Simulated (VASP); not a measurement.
A run of VASP 6.6.1 is set up as follows.

Contents of INCAR:

```
ALGO = Normal
EDIFF = 1E-7
ENCUT = 520
GGA = PE
ISIF = 2
ISMEAR = 0
IVDW = 12
LASPH = T
LCHARG = F
LREAL = F
LWAVE = F
NBANDS = 11
NELM = 80
PREC = Accurate
SIGMA = 0.05
```

KPOINTS

```
k-points
0
Gamma
  15 15 15
```

File POSCAR:

```
C
1.0
    1.2324984681      0.7115833223      3.3613878357
   -1.2324984681      0.7115833223      3.3613878357
    0.0000000000     -1.4231666447      3.3613878357
C
2
Direct
    0.1771793694      0.1771793694      0.1666394933
    0.8228206306      0.8228206306      0.8333605067
```

Potentials or basis: VASP PAW PBE potentials, release 64 (C).

Launch:

```sh
$ cat potpaw_PBE.64/C/POTCAR > POTCAR
$ mpirun -np 1 vasp_std > vasp.out
```

**Question.** What does it give for the dispersion energy per atom?

**Answer.** -0.156 eV.

**Question.** What does it give for the largest force?

**Answer.** 2.783 eV/Å.

**Question.** Predict the pressure.

**Answer.** -0.3 GPa.

Stress tensor (GPa, compression positive):
```
 3.66  0.00  0.00
 0.00 -1.59 -1.90
 0.00 -1.90 -2.93
```

Caveat: the cell differs from its parent crystal (atoms displaced along several vibrational modes); the stress differs along the axes, from -3 to 4 GPa; forces of over 1 eV/Å act on the atoms, so gaps and moduli don't describe the material at rest.
